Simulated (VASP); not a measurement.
# Ta (I4/mmm) in VASP: further runs

Runs on Ta. Level: PBE. Tasks: single point.

Program: VASP 6.6.1. These are calculated values, not measurements. Logs are shortened: lines on timing, memory, paths and dates and some standing lists are left out, and cuts for length are marked.

## Step 1: The cell of the first run

Symmetry: I4/mmm, No. 139, tetragonal system. The conventional cell has a = 3.124 Å, b = 3.124 Å, c = 3.521 Å, α = 90.00°, β = 90.00°, γ = 90.00°. Ta (site symmetry 4/mmm) has 14 Ta at 2.82 to 3.52 Å within 3.7 Å.

## Step 2: Single point, PBE (17.18 Å³/atom)

The input, INCAR:

```
ALGO     = Fast           # electronic algorithm
EDIFF    = 1E-7           # SCF threshold, eV
ENCUT    = 520            # plane-wave cutoff, eV
GGA      = PE             # functional
ISIF     = 2              # what is computed and relaxed
ISMEAR   = 0              # smearing method
LASPH    = T              # aspherical terms in the spheres
LCHARG   = F              # write CHGCAR
LREAL    = F              # projectors in reciprocal space
LWAVE    = F              # write WAVECAR
NBANDS   = 12             # bands
NELM     = 100            # most SCF steps
PREC     = Accurate       # precision mode
SIGMA    = 0.15           # smearing width, eV
```

The input, KPOINTS:

```
k-points
0
Gamma
  20 20 20
```

The input, POSCAR:

```
Ta
1.0
   -1.5620863146      1.5620863146      1.7604712766
    1.5620863146     -1.5620863146      1.7604712766
    1.5620863146      1.5620863146     -1.7604712766
Ta
1
Direct
    0.0000000000      0.0000000000      0.0000000000
```

Potentials or basis: VASP PAW PBE potentials, release 64 (Ta_pv).

On the command line:

```console
$ cat potpaw_PBE.64/Ta_pv/POTCAR > POTCAR
$ mpirun -np 1 vasp_std > vasp.out
```

OUTCAR:

```text
EDIFF = 1E-7
   ENCUT = 520
   GGA = PE
   ISIF = 2
   ISMEAR = 0
   LASPH = T
   LREAL = F
   NELM = 100
   PREC = Accurate

 ion  position               nearest neighbor table
   1  0.000  0.000  0.000-

  LATTYP: Found a body centered tetragonal cell.
 ALAT       =     3.1241726292
 C/A-ratio  =     1.1270000000

  Lattice vectors:

 A1 = (  -1.5620863146,   1.5620863146,   1.7604712766)
 A2 = (   1.5620863146,  -1.5620863146,   1.7604712766)
 A3 = (   1.5620863146,   1.5620863146,  -1.7604712766)

Analysis of symmetry for initial positions (statically):
=====================================================================
 Subroutine PRICEL returns:
 Original cell was already a primitive cell.

 Routine SETGRP: Setting up the symmetry group for a
 body centered tetragonal supercell.

 Subroutine GETGRP returns: Found 16 space group operations
 (whereof 16 operations were pure point group operations)
 out of a pool of 16 trial point group operations.

The static configuration has the point symmetry D_4h.

Analysis of symmetry for dynamics (positions and initial velocities):
=====================================================================
 Subroutine PRICEL returns:
 Original cell was already a primitive cell.

 Routine SETGRP: Setting up the symmetry group for a
 body centered tetragonal supercell.

 Subroutine GETGRP returns: Found 16 space group operations
 (whereof 16 operations were pure point group operations)
 out of a pool of 16 trial point group operations.

The dynamic configuration has the point symmetry D_4h.

 Subroutine INISYM returns: Found 16 space group operations
 (whereof 16 operations are pure point group operations),
 and found     1 'primitive' translations

----------------------------------------------------------------------------------------

                                     Primitive cell

  volume of cell :      17.1830

  direct lattice vectors                    reciprocal lattice vectors
    -1.562086315  1.562086315  1.760471277     0.000000000  0.320084745  0.284014858
     1.562086315 -1.562086315  1.760471277     0.320084745  0.000000000  0.284014858
     1.562086315  1.562086315 -1.760471277     0.320084745  0.320084745  0.000000000

  length of vectors
     2.824798475  2.824798475  2.824798475     0.427923689  0.427923689  0.452668188

  position of ions in fractional coordinates (direct lattice)
     0.000000000  0.000000000  0.000000000

  ion indices of the primitive-cell ions
   primitive index   ion index
                 1           1

[... 84 lines left out ...]
   EMIN   =  10.00;   EMAX   =-10.00  energy-range for DOS
   EFERMI =   0.00;   METHOD = LEGACY
   ISMEAR =     0;   SIGMA  =   0.15  broadening in eV -4-tet -1-fermi 0-gaus
   EFERMI_NEDOS =   21; number of points for ismear=-14 and -15
   IALGO  =     68    algorithm
   IMIX   =      4    mixing-type and parameters
     AMIX     =   0.40;   BMIX     =  1.00
     AMIX_MAG =   1.60;   BMIX_MAG =  1.00
  volume/ion in A,a.u.               =      17.18       115.96
  Fermi-wavevector in a.u.,A,eV,Ry     =   1.410932  2.666275 27.085511  1.990729
  Thomas-Fermi vector in A             =   2.532835
   LORBIT       =      0    0 simple, 1 ext, 2 COOP (PROOUT), +10 PAW based schemes
   GGA     = PE    functional components
   LHFCALC =     F    Hartree Fock is set to
   AEXX    =    0.0000 exact exchange contribution
   IVDW    =     0    specifies the selected vdW correction
   LEPSILON=     F    determine dielectric tensor
   LRPA    =     F    only Hartree local field effects (RPA)
 non-spin polarized calculation
 RMM-DIIS sequential band-by-band and
 Gauss-broadening in eV      SIGMA  =   0.15
  energy-cutoff  :      520.00
  volume of cell :       17.18
 maximum number of plane-waves:       480
 NGX is ok and might be reduce to    24
   NGX = 11   NGY = 11   NGZ = 11

 number of electron      11.0000001 magnetization

 Free energy of the ion-electron system (eV)
  ---------------------------------------------------
  ext. energy  EPLUGINS =         0.00000000
  ---------------------------------------------------
  free energy    TOTEN  =       -11.71191582 eV

  energy without entropy =      -11.69831974  energy(sigma->0) =      -11.70511778

 E-fermi :   5.9541     XC(G=0): -12.8593

 val. band max:        5.9506336724   @ k =  -0.1000  -0.3000   0.1000
 cond. band min:       5.9546557830   @ k =  -0.1500  -0.2000   0.1500
 fundamental gap:      0.0040221106
 Fermi energy:         5.9541252868

 k-point     1 :       0.0000    0.0000    0.0000
  band No.  band energies     occupation
      1     -27.0077      2.00000
      2     -26.9955      2.00000
      3     -26.9955      2.00000
      4      -2.2194      2.00000
      5       6.2714      0.00278
      6       6.2714      0.00278
      7       7.7434      0.00000
      8       8.8975      0.00000
      9      10.8700      0.00000
     10      19.8794      0.00000
     11      21.9928      0.00000
     12      21.9928      0.00000
[... 331 lines left out ...]
 k-point    24 :      -0.3500    0.0500    0.0000
  band No.  band energies     occupation
      1     -28.0363      2.00000
      2     -27.2756      2.00000
      3     -27.0306      2.00000
      4       1.0105      2.00000
      5       5.2849      2.00000
      6       5.6850      1.98884
      7       8.7618      0.00000
      8      10.8518      0.00000
      9      11.2300      0.00000
     10      19.5246      0.00000
     11      20.7243      0.00000
     12      21.3125      0.00000

 [... further k-points ...]

------------------------ aborting loop because EDIFF is reached ----------------------------------------

  FORCE on cell =-STRESS in cart. coord.  units (eV):
  Direction    XX          YY          ZZ          XY          YZ          ZX
  --------------------------------------------------------------------------------------
  -------------------------------------------------------------------------------------
  Total        2.1049179      2.1049179      0.6489989      0.0000000      0.0000000      0.0000000
  in kB      196.2667622    196.2667622     60.5139562      0.0000000      0.0000000      0.0000000
  external PRESSURE =     151.0158269 kB  Pullay stress =       0.0000000 kB

 VOLUME and BASIS-vectors are now :
 -----------------------------------------------------------------------------
  energy-cutoff  :      520.00
  volume of cell :       17.18
      direct lattice vectors                 reciprocal lattice vectors
    -1.562086315  1.562086315  1.760471277     0.000000000  0.320084745  0.284014858
     1.562086315 -1.562086315  1.760471277     0.320084745  0.000000000  0.284014858
     1.562086315  1.562086315 -1.760471277     0.320084745  0.320084745  0.000000000

 POSITION                                       TOTAL-FORCE (eV/Angst)
 -----------------------------------------------------------------------------------
      0.00000      0.00000      0.00000         0.000000     -0.000000      0.000000
 -----------------------------------------------------------------------------------
    total drift:                                0.000000      0.000000     -0.000000

  FREE ENERGIE OF THE ION-ELECTRON SYSTEM (eV)
  ---------------------------------------------------
  free  energy   TOTEN  =       -11.7119158199 eV

  energy  without entropy=      -11.6983197356  energy(sigma->0) =      -11.70511778
```

Wall time 2.5 min (1 thread of Intel Xeon 8259CL, shared host); peak memory 0.25 GiB.

What came out:

* Free energy: -11.7119 eV
* Pressure: 15.1 GPa
* Band gap on the k mesh: zero (an odd number of electrons rules out a gap without spin polarisation)

Stress tensor (GPa, compression positive):
```
19.63  0.00  0.00
 0.00 19.63  0.00
 0.00  0.00  6.05
```

Levels at points of the mesh, in eV from the Fermi level:
```tsv
k point	band 1	band 2	band 3	band 4	band 5	band 6	band 7	band 8	band 9	band 10
(0.00, 0.00, 0.00)	-32.96	-32.95	-32.95	-8.17	0.32	0.32	1.79	2.94	4.92	13.93
(0.50, 0.00, 0.00)	-34.33	-33.32	-32.97	-4.67	-1.13	1.50	2.73	5.46	7.88	12.11
(0.50, 0.50, 0.00)	-34.28	-33.47	-33.07	-4.65	-2.69	2.39	5.40	5.88	8.36	11.88
(0.50, 0.50, 0.50)	-34.10	-33.77	-33.77	-4.36	-3.95	6.87	7.04	7.36	7.36	10.08
```

Caveat: the stress differs along the axes, from 6 to 20 GPa; spin-orbit coupling is left out, which moves the levels of the heavy elements.

## Step 3: Single point, PBE (17.18 Å³/atom)

The input, INCAR:

```
SYSTEM = Ta
ALGO = Normal ; EDIFF = 1E-6
ENCUT = 520 ; GGA = PE
ISIF = 2 ; ISMEAR = 0
LASPH = .TRUE. ; LCHARG = .FALSE.
LREAL = .FALSE. ; LWAVE = .FALSE.
NBANDS = 12 ; NELM = 60
PREC = Accurate ; SIGMA = 0.15
```

The input, KPOINTS:

```
k-points
0
G
  20 20 20
  0 0 0
```

The input, POSCAR:

```
Ta
1.0
   -1.6916980125      1.6916980125      1.5010436465
    1.6916980125     -1.6916980125      1.5010436465
    1.6916980125      1.6916980125     -1.5010436465
Ta
1
Direct
    0.0000000000      0.0000000000      0.0000000000
```

Potentials or basis: VASP PAW PBE potentials, release 64 (Ta_pv).

On the command line:

```console
$ cat potpaw_PBE.64/Ta_pv/POTCAR > POTCAR
$ mpirun -np 1 vasp_std > vasp.out
```

OUTCAR:

```text
SYSTEM = Ta
   EDIFF = 1E-6
   ENCUT = 520
   GGA = PE
   ISIF = 2
   ISMEAR = 0
   LASPH = .TRUE.
   LREAL = .FALSE.
   NELM = 60
   PREC = Accurate

 ion  position               nearest neighbor table
   1  0.000  0.000  0.000-

  LATTYP: Found a body centered tetragonal cell.
 ALAT       =     3.3833960250
 C/A-ratio  =     0.8873000000

  Lattice vectors:

 A1 = (  -1.6916980125,   1.6916980125,   1.5010436465)
 A2 = (   1.6916980125,  -1.6916980125,   1.5010436465)
 A3 = (   1.6916980125,   1.6916980125,  -1.5010436465)

Analysis of symmetry for initial positions (statically):
=====================================================================
 Subroutine PRICEL returns:
 Original cell was already a primitive cell.

 Routine SETGRP: Setting up the symmetry group for a
 body centered tetragonal supercell.

 Subroutine GETGRP returns: Found 16 space group operations
 (whereof 16 operations were pure point group operations)
 out of a pool of 16 trial point group operations.

The static configuration has the point symmetry D_4h.

Analysis of symmetry for dynamics (positions and initial velocities):
=====================================================================
 Subroutine PRICEL returns:
 Original cell was already a primitive cell.

 Routine SETGRP: Setting up the symmetry group for a
 body centered tetragonal supercell.

 Subroutine GETGRP returns: Found 16 space group operations
 (whereof 16 operations were pure point group operations)
 out of a pool of 16 trial point group operations.

The dynamic configuration has the point symmetry D_4h.

 Subroutine INISYM returns: Found 16 space group operations
 (whereof 16 operations are pure point group operations),
 and found     1 'primitive' translations

----------------------------------------------------------------------------------------

                                     Primitive cell

[... 110 lines left out ...]
  Fermi-wavevector in a.u.,A,eV,Ry     =   1.410932  2.666275 27.085511  1.990729
  Thomas-Fermi vector in A             =   2.532835
   LORBIT       =      0    0 simple, 1 ext, 2 COOP (PROOUT), +10 PAW based schemes
   GGA     = PE    functional components
   LHFCALC =     F    Hartree Fock is set to
   AEXX    =    0.0000 exact exchange contribution
   IVDW    =     0    specifies the selected vdW correction
   LEPSILON=     F    determine dielectric tensor
   LRPA    =     F    only Hartree local field effects (RPA)
 non-spin polarized calculation
 Gauss-broadening in eV      SIGMA  =   0.15
  energy-cutoff  :      520.00
  volume of cell :       17.18
 maximum number of plane-waves:       477
 NGX is ok and might be reduce to    24
   NGX = 11   NGY = 11   NGZ = 11

 number of electron      11.0000000 magnetization

 Free energy of the ion-electron system (eV)
  ---------------------------------------------------
  ext. energy  EPLUGINS =         0.00000000
  ---------------------------------------------------
  free energy    TOTEN  =       -11.71919286 eV

  energy without entropy =      -11.70402666  energy(sigma->0) =      -11.71160976

 E-fermi :   5.9416     XC(G=0): -12.8566

 val. band max:        5.9394501998   @ k =   0.4000   0.4000   0.0500
 cond. band min:       5.9424733284   @ k =   0.1500   0.1000  -0.0000
 fundamental gap:      0.0030231286
 Fermi energy:         5.9415572913

 k-point     1 :       0.0000    0.0000    0.0000
  band No.  band energies     occupation
      1     -27.0087      2.00000
      2     -27.0087      2.00000
      3     -26.9672      2.00000
      4      -2.2160      2.00000
      5       5.6198      1.99759
      6       7.3375      0.00000
      7       7.3375      0.00000
      8       8.7313      0.00000
      9      11.0921      0.00000
     10      20.4873      0.00000
     11      20.4873      0.00000
     12      20.7449      0.00000
[... 331 lines left out ...]
 k-point    24 :      -0.3500    0.0500    0.0000
  band No.  band energies     occupation
      1     -28.0034      2.00000
      2     -27.3493      2.00000
      3     -27.0674      2.00000
      4       1.1685      2.00000
      5       4.3640      2.00000
      6       5.9365      1.03766
      7      10.1915      0.00000
      8      10.4186      0.00000
      9      11.1744      0.00000
     10      19.5063      0.00000
     11      20.7445      0.00000
     12      23.2856      0.00000

 [... further k-points ...]
[... 5 lines left out ...]
  --------------------------------------------------------------------------------------
  -------------------------------------------------------------------------------------
  Total        1.2406781      1.2406781      2.4037871      0.0000000      0.0000000      0.0000000
  in kB      115.6833103    115.6833103    224.1339247      0.0000000      0.0000000      0.0000000
  external PRESSURE =     151.8335151 kB  Pullay stress =       0.0000000 kB

 VOLUME and BASIS-vectors are now :
 -----------------------------------------------------------------------------
  energy-cutoff  :      520.00
  volume of cell :       17.18
      direct lattice vectors                 reciprocal lattice vectors
    -1.691698013  1.691698013  1.501043647     0.000000000  0.295561026  0.333101573
     1.691698013 -1.691698013  1.501043647     0.295561026  0.000000000  0.333101573
     1.691698013  1.691698013 -1.501043647     0.295561026  0.295561026  0.000000000

 POSITION                                       TOTAL-FORCE (eV/Angst)
 -----------------------------------------------------------------------------------
      0.00000      0.00000      0.00000         0.000000      0.000000     -0.000000
 -----------------------------------------------------------------------------------
    total drift:                               -0.000000      0.000000      0.000000

  FREE ENERGIE OF THE ION-ELECTRON SYSTEM (eV)
  ---------------------------------------------------
  free  energy   TOTEN  =       -11.7191928605 eV

  energy  without entropy=      -11.7040266558  energy(sigma->0) =      -11.71160976
```

OSZICAR:

```text
N       E                     dE             d eps       ncg     rms          rms(c)
DAV:   1     0.608049570712E+02    0.60805E+02   -0.61489E+03 15416   0.886E+02
DAV:   2    -0.111373905320E+02   -0.71942E+02   -0.70153E+02 17184   0.246E+02
DAV:   3    -0.121338264849E+02   -0.99644E+00   -0.98694E+00 18324   0.272E+01
DAV:   4    -0.121362801044E+02   -0.24536E-02   -0.24533E-02 16984   0.150E+00
DAV:   5    -0.121362875180E+02   -0.74136E-05   -0.74138E-05 18060   0.785E-02    0.147E+01
DAV:   6    -0.118205654856E+02    0.31572E+00   -0.25056E-01 17936   0.542E+00    0.736E+00
DAV:   7    -0.117202236241E+02    0.10034E+00   -0.23452E-01 17788   0.494E+00    0.400E-01
DAV:   8    -0.117192133906E+02    0.10102E-02   -0.61543E-03 16436   0.697E-01    0.117E-01
DAV:   9    -0.117191998119E+02    0.13579E-04   -0.86907E-05 18056   0.102E-01    0.272E-02
DAV:  10    -0.117191929875E+02    0.68244E-05   -0.38928E-06 16696   0.217E-02    0.348E-03
DAV:  11    -0.117191928605E+02    0.12697E-06   -0.15322E-07  8896   0.441E-03
   1 F= -.11719193E+02 E0= -.11711610E+02  d E =-.151662E-01
```

Run time: 1.7 min. Hardware: 1 thread of Intel Xeon 8259CL, shared host; peak memory 0.25 GiB.

What came out:

```
Free energy            : -11.7192 eV
Pressure               : 15.2 GPa
Band gap on the k mesh : zero (an odd number of electrons rules out a gap without spin polarisation)
```

Stress tensor (GPa, compression positive):
```
11.57  0.00  0.00
 0.00 11.57  0.00
 0.00  0.00 22.41
```

Levels at points of the mesh, in eV from the Fermi level:
| k point | band 1 | band 2 | band 3 | band 4 | band 5 | band 6 | band 7 | band 8 | band 9 | band 10 |
| --- | --- | --- | --- | --- | --- | --- | --- | --- | --- | --- |
| (0.00, 0.00, 0.00) | -32.95 | -32.95 | -32.91 | -8.16 | -0.32 | 1.40 | 1.40 | 2.79 | 5.15 | 14.55 |
| (0.50, 0.00, 0.00) | -34.31 | -33.40 | -33.03 | -4.63 | -2.22 | 2.14 | 3.97 | 6.37 | 8.10 | 11.99 |
| (0.50, 0.50, 0.00) | -34.32 | -33.25 | -32.89 | -4.70 | -0.48 | 1.16 | 2.56 | 4.40 | 7.96 | 11.93 |
| (0.50, 0.50, 0.50) | -33.97 | -33.97 | -33.63 | -4.31 | -4.00 | 7.06 | 7.06 | 7.56 | 8.02 | 8.02 |

Caveat: the stress differs along the axes, from 12 to 22 GPa; spin-orbit coupling is left out, which moves the levels of the heavy elements.
